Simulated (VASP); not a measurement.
# Zr (C2/m) in VASP: a series of runs

Zr is run at these levels: PBE; tasks: single point.

All numbers are computed with VASP 6.6.1; they aren't measurements. Logs are shortened: lines on timing, memory, paths and dates and some standing lists are left out, and cuts for length are marked.

**1. The cell of the first run**

It takes space group C2/m (No. 12, monoclinic). Conventional cell: a = 5.598 Å, b = 3.232 Å, c = 5.147 Å, α = 90.00°, β = 90.00°, γ = 90.00°. Within 3.8 Å of Zr (site symmetry m) lie 12 Zr at 2.86 to 3.60 Å.

**2. Single point, PBE (atom 1 (Zr) moved by (-0.300, -0.300) A along y and z)**

Contents of INCAR:

```
ALGO = Fast ; EDIFF = 1E-6
ENCUT = 520 ; GGA = PE
ISIF = 2 ; ISMEAR = 0
LASPH = T ; LCHARG = F
LREAL = F ; LWAVE = F
NBANDS = 19 ; NELM = 60
PREC = Accurate ; SIGMA = 0.15
```

Contents of KPOINTS:

```
k-points
0
Gamma
  18 18 10
```

Contents of POSCAR:

```
Zr
1.0
    3.2319982225      0.0000000000      0.0000000000
   -1.6159991112      2.7989925657      0.0000000000
    0.0000000000      0.0000000000      5.1470000000
Zr
2
Direct
    0.2797426229      0.5594852459      0.1917136196
    0.6666666667      0.3333333333      0.7500000000
```

Potentials or basis: VASP PAW PBE potentials, release 64 (Zr_sv).

Started as:

```sh
cat potpaw_PBE.64/Zr_sv/POTCAR > POTCAR
mpirun -np 1 vasp_std > vasp.out
```

OUTCAR:

```text
EDIFF = 1E-6
   ENCUT = 520
   GGA = PE
   ISIF = 2
   ISMEAR = 0
   LASPH = T
   LREAL = F
   NELM = 60
   PREC = Accurate

 ion  position               nearest neighbor table
   1  0.280  0.559  0.192-   2 2.86   2 2.86   2 3.14   2 3.36   2 3.36   2 3.60
   2  0.667  0.333  0.750-   1 2.86   1 2.86   1 3.14   1 3.36   1 3.36   1 3.60

  LATTYP: Found a hexagonal cell.
 ALAT       =     3.2319982225
 C/A-ratio  =     1.5925132521

  Lattice vectors:

 A1 = (   3.2319982225,   0.0000000000,   0.0000000000)
 A2 = (  -1.6159991112,   2.7989925657,   0.0000000000)
 A3 = (   0.0000000000,   0.0000000000,   5.1470000000)

Analysis of symmetry for initial positions (statically):
=====================================================================
 Subroutine PRICEL returns:
 Original cell was already a primitive cell.

 Routine SETGRP: Setting up the symmetry group for a
 hexagonal supercell.

 Subroutine GETGRP returns: Found  4 space group operations
 (whereof  2 operations were pure point group operations)
 out of a pool of 24 trial point group operations.

The static configuration has the point symmetry C_1h.
 The point group associated with its full space group is C_2h.

Analysis of symmetry for dynamics (positions and initial velocities):
=====================================================================
 Subroutine PRICEL returns:
 Original cell was already a primitive cell.

 Routine SETGRP: Setting up the symmetry group for a
 hexagonal supercell.

 Subroutine GETGRP returns: Found  4 space group operations
 (whereof  2 operations were pure point group operations)
 out of a pool of 24 trial point group operations.

The dynamic configuration has the point symmetry C_1h.
 The point group associated with its full space group is C_2h.

 Subroutine INISYM returns: Found  4 space group operations
 (whereof  2 operations are pure point group operations),
 and found     1 'primitive' translations

----------------------------------------------------------------------------------------

                                     Primitive cell

  volume of cell :      46.5615

  direct lattice vectors                    reciprocal lattice vectors
     3.231998223  0.000000000  0.000000000     0.309406111  0.178635701  0.000000000
    -1.615999111  2.798992566  0.000000000     0.000000000  0.357271403  0.000000000
     0.000000000  0.000000000  5.147000000     0.000000000  0.000000000  0.194287935

  length of vectors
     3.231998223  3.231998222  5.147000000     0.357271403  0.357271403  0.194287935

  position of ions in fractional coordinates (direct lattice)
     0.279742623  0.559485246  0.191713620
     0.666666667  0.333333333  0.750000000

  ion indices of the primitive-cell ions
   primitive index   ion index
                 1           1
                 2           2

----------------------------------------------------------------------------------------

 KPOINTS: k-points

Automatic generation of k-mesh.
 Grid dimensions read from file:
 generate k-points for:   18   18   10

 Generating k-lattice:

  Cartesian coordinates                     Fractional coordinates (reciprocal lattice)
     0.017189228  0.009924206  0.000000000     0.055555556  0.000000000  0.000000000
     0.000000000  0.019848411  0.000000000     0.000000000  0.055555556  0.000000000
     0.000000000  0.000000000  0.019428793     0.000000000  0.000000000  0.100000000

  Length of vectors
     0.019848411  0.019848411  0.019428793

  Shift w.r.t. Gamma in fractional coordinates (k-lattice)
     0.000000000  0.000000000  0.000000000

 Subroutine IBZKPT returns following result:
 ===========================================

 Found    866 irreducible k-points:

 Following reciprocal coordinates:
            Coordinates               Weight
  0.000000  0.000000  0.000000      1.000000
  0.055556 -0.000000  0.000000      4.000000
  0.000000  0.055556  0.000000      2.000000
  0.111111 -0.000000  0.000000      4.000000
  0.000000  0.111111  0.000000      2.000000
  0.166667 -0.000000  0.000000      4.000000
[... 16 lines left out ...]
 -0.055556  0.166667  0.000000      4.000000
 -0.166667  0.111111  0.000000      4.000000
 [... further k-points ...]
   k-points           NKPTS =    866   k-points in BZ     NKDIM =    866   number of bands    NBANDS=     19
   number of dos      NEDOS =    301   number of ions     NIONS =      2
   total plane-waves  NPLWV =  23040
   dimension x,y,z NGX =    24 NGY =   24 NGZ =   40
   dimension x,y,z NGXF=    48 NGYF=   48 NGZF=   80
   ions per type =               2
   NGX,Y,Z   is equivalent  to a cutoff of  12.35, 12.35, 12.92 a.u.
   NGXF,Y,Z  is equivalent  to a cutoff of  24.69, 24.69, 25.84 a.u.
 SYSTEM =  unknown system
   PREC   = accura    normal or accurate (medium, high low for compatibility)
   ISTART =      0    job   : 0-new  1-cont  2-samecut
   ICHARG =      2    charge: 1-file 2-atom 10-const
   ISPIN  =      1    spin polarized calculation?
   LNONCOLLINEAR =      F non collinear calculations
   LSORBIT =      F    spin-orbit coupling
   LASPH  =      T    aspherical Exc in radial PAW
   ENCUT  =  520.0 eV  38.22 Ry    6.18 a.u.   6.01  6.01  9.57*2*pi/ulx,y,z
   NELM   =     60;   NELMIN=  2; NELMDL= -5     # of ELM steps
   EDIFF  = 0.1E-05   stopping-criterion for ELM
   LREAL  =      F    real-space projection
[... 7 lines left out ...]
   TEBEG  =    0.0;   TEEND  =   0.0 temperature during run
   PSTRESS=    0.0 pullay stress
   NELECT =      24.0000    total number of electrons
   NUPDOWN=      -1.0000    fix difference up-down
   EMIN   =  10.00;   EMAX   =-10.00  energy-range for DOS
   EFERMI =   0.00;   METHOD = LEGACY
   ISMEAR =     0;   SIGMA  =   0.15  broadening in eV -4-tet -1-fermi 0-gaus
   EFERMI_NEDOS =   21; number of points for ismear=-14 and -15
   IALGO  =     68    algorithm
   IMIX   =      4    mixing-type and parameters
     AMIX     =   0.40;   BMIX     =  1.00
     AMIX_MAG =   1.60;   BMIX_MAG =  1.00
  volume/ion in A,a.u.               =      23.28       157.11
  Fermi-wavevector in a.u.,A,eV,Ry     =   1.312612  2.480476 23.442147  1.722949
  Thomas-Fermi vector in A             =   2.442992
   LORBIT       =      0    0 simple, 1 ext, 2 COOP (PROOUT), +10 PAW based schemes
   GGA     = PE    functional components
   LHFCALC =     F    Hartree Fock is set to
   AEXX    =    0.0000 exact exchange contribution
   IVDW    =     0    specifies the selected vdW correction
   LEPSILON=     F    determine dielectric tensor
   LRPA    =     F    only Hartree local field effects (RPA)
 non-spin polarized calculation
 RMM-DIIS sequential band-by-band and
 Gauss-broadening in eV      SIGMA  =   0.15
  energy-cutoff  :      520.00
  volume of cell :       46.56
 maximum number of plane-waves:      1284
   NGX = 13   NGY = 13   NGZ = 19

 number of electron      24.0000000 magnetization

 Free energy of the ion-electron system (eV)
  ---------------------------------------------------
  ext. energy  EPLUGINS =         0.00000000
  ---------------------------------------------------
  free energy    TOTEN  =       -16.79188785 eV

  energy without entropy =      -16.76568467  energy(sigma->0) =      -16.77878626

 E-fermi :   8.9003     XC(G=0): -11.0447

 val. band max:        8.8993928815   @ k =  -0.2222   0.5000   0.5000
 cond. band min:       8.9030858161   @ k =  -0.2778  -0.3889   0.1000
 fundamental gap:      0.0036929347
 Fermi energy:         8.9003144147

 k-point     1 :       0.0000    0.0000    0.0000
  band No.  band energies     occupation
      1     -39.8744      2.00000
      2     -39.6421      2.00000
      3     -18.4840      2.00000
      4     -17.6082      2.00000
      5     -17.4429      2.00000
      6     -17.3943      2.00000
[... 11 lines left out ...]
     18      12.1224      0.00000
     19      12.7385      0.00000

 k-point     2 :       0.0556   -0.0000    0.0000
  band No.  band energies     occupation
      1     -39.8702      2.00000
      2     -39.6413      2.00000
      3     -18.4748      2.00000
      4     -17.6307      2.00000
      5     -17.4573      2.00000
      6     -17.3993      2.00000
[... 11 lines left out ...]
     18      12.0043      0.00000
     19      12.9044      0.00000

 k-point     3 :       0.0000    0.0556    0.0000
  band No.  band energies     occupation
      1     -39.8710      2.00000
      2     -39.6405      2.00000
      3     -18.4771      2.00000
      4     -17.6143      2.00000
      5     -17.4771      2.00000
      6     -17.4043      2.00000
[... 11 lines left out ...]
     18      12.0237      0.00000
     19      13.1866      0.00000

 k-point     4 :       0.1111   -0.0000    0.0000
  band No.  band energies     occupation
      1     -39.8579      2.00000
      2     -39.6390      2.00000
      3     -18.4480      2.00000
      4     -17.6947      2.00000
      5     -17.4912      2.00000
      6     -17.4268      2.00000
[... 11 lines left out ...]
     18      11.7632      0.00000
     19      13.2168      0.00000

 k-point     5 :       0.0000    0.1111    0.0000
  band No.  band energies     occupation
      1     -39.8610      2.00000
      2     -39.6360      2.00000
      3     -18.4571      2.00000
      4     -17.6317      2.00000
      5     -17.5603      2.00000
      6     -17.4466      2.00000
[... 11 lines left out ...]
     18      11.8925      0.00000
     19      13.9842      0.00000

 k-point     6 :       0.1667   -0.0000    0.0000
  band No.  band energies     occupation
      1     -39.8385      2.00000
      2     -39.6360      2.00000
      3     -18.4066      2.00000
      4     -17.7906      2.00000
      5     -17.5344      2.00000
      6     -17.4945      2.00000
[... 11 lines left out ...]
     18      11.6843      0.00000
     19      13.4977      0.00000

 k-point     7 :       0.0000    0.1667    0.0000
  band No.  band energies     occupation
      1     -39.8456      2.00000
      2     -39.6291      2.00000
      3     -18.4266      2.00000
      4     -17.6752      2.00000
      5     -17.6582      2.00000
      6     -17.5181      2.00000
[... 11 lines left out ...]
     18      11.7453      0.00000
     19      14.7339      0.00000

 k-point     8 :       0.2222    0.0000    0.0000
  band No.  band energies     occupation
      1     -39.8136      2.00000
      2     -39.6334      2.00000
      3     -18.3565      2.00000
      4     -17.9041      2.00000
      5     -17.5983      2.00000
      6     -17.5703      2.00000
[... 256 lines left out ...]
 k-point    20 :       0.0556    0.0556    0.0000
  band No.  band energies     occupation
      1     -39.8635      2.00000
      2     -39.6382      2.00000
      3     -18.4613      2.00000
      4     -17.6453      2.00000
      5     -17.5150      2.00000
      6     -17.4257      2.00000
[... 11 lines left out ...]
     18      11.8744      0.00000
     19      13.5259      0.00000

 k-point    21 :      -0.1111    0.0556    0.0000
  band No.  band energies     occupation
      1     -39.8612      2.00000
      2     -39.6404      2.00000
      3     -18.4545      2.00000
      4     -17.6848      2.00000
      5     -17.4696      2.00000
      6     -17.4026      2.00000
[... 11 lines left out ...]
     18      11.9085      0.00000
     19      12.8841      0.00000

 k-point    22 :       0.1111    0.0556    0.0000
  band No.  band energies     occupation
      1     -39.8484      2.00000
      2     -39.6349      2.00000
      3     -18.4291      2.00000
      4     -17.7226      2.00000
      5     -17.5632      2.00000
      6     -17.4661      2.00000
[... 11 lines left out ...]
     18      11.7165      0.00000
     19      13.7519      0.00000

 k-point    23 :      -0.0556    0.1667    0.0000
  band No.  band energies     occupation
      1     -39.8508      2.00000
      2     -39.6325      2.00000
      3     -18.4360      2.00000
      4     -17.6741      2.00000
      5     -17.6116      2.00000
      6     -17.4788      2.00000
[... 11 lines left out ...]
     18      11.7991      0.00000
     19      14.1365      0.00000

 k-point    24 :      -0.1667    0.1111    0.0000
  band No.  band energies     occupation
      1     -39.8446      2.00000
      2     -39.6385      2.00000
      3     -18.4185      2.00000
      4     -17.7674      2.00000
      5     -17.5108      2.00000
      6     -17.4344      2.00000
[... 11 lines left out ...]
     18      11.7560      0.00000
     19      13.0916      0.00000

 [... further k-points ...]
[... 5 lines left out ...]
  --------------------------------------------------------------------------------------
  -------------------------------------------------------------------------------------
  Total        1.1047553     -0.0632885      1.7386357     -0.0000000      0.1186362      0.0000000
  in kB       38.0145307     -2.1777525     59.8263012     -0.0000000      4.0822600      0.0000000
  external PRESSURE =      31.8876931 kB  Pullay stress =       0.0000000 kB

 VOLUME and BASIS-vectors are now :
 -----------------------------------------------------------------------------
  energy-cutoff  :      520.00
  volume of cell :       46.56
      direct lattice vectors                 reciprocal lattice vectors
     3.231998223  0.000000000  0.000000000     0.309406111  0.178635701  0.000000000
    -1.615999111  2.798992566  0.000000000     0.000000000  0.357271403  0.000000000
     0.000000000  0.000000000  5.147000000     0.000000000  0.000000000  0.194287935

 POSITION                                       TOTAL-FORCE (eV/Angst)
 -----------------------------------------------------------------------------------
     -0.00000      1.56600      0.98675         0.000000      0.151442      1.698095
      1.61600      0.93300      3.86025        -0.000000     -0.151442     -1.698095
 -----------------------------------------------------------------------------------
    total drift:                                0.000000     -0.000001     -0.000003

  FREE ENERGIE OF THE ION-ELECTRON SYSTEM (eV)
  ---------------------------------------------------
  free  energy   TOTEN  =       -16.7918878472 eV

  energy  without entropy=      -16.7656846681  energy(sigma->0) =      -16.77878626
```

Wall time 11 min (1 thread of AMD EPYC 9R45 (Zen 5), shared host); peak memory 0.63 GiB.

What came out:

- Free energy: -16.7919 eV
- Pressure: 3.2 GPa
- Largest force: 1.705 eV/Å
- Band gap on the k mesh: zero (bands 12 and 13 overlap by 1.17 eV)

Forces on the atoms (eV/Å):
```
Zr   0.000  0.151  1.698
Zr   0.000 -0.151 -1.698
```

Stress tensor (GPa, compression positive):
```
 3.80  0.00  0.00
 0.00 -0.22  0.41
 0.00  0.41  5.98
```

Caveat: the cell differs from its parent crystal (atom 1 (Zr) moved by (-0.300, -0.300) A along y and z); the stress differs along the axes, from -0 to 6 GPa; forces of over 1 eV/Å act on the atoms, so gaps and moduli don't describe the material at rest.

(Continued in part 2 of 2.)
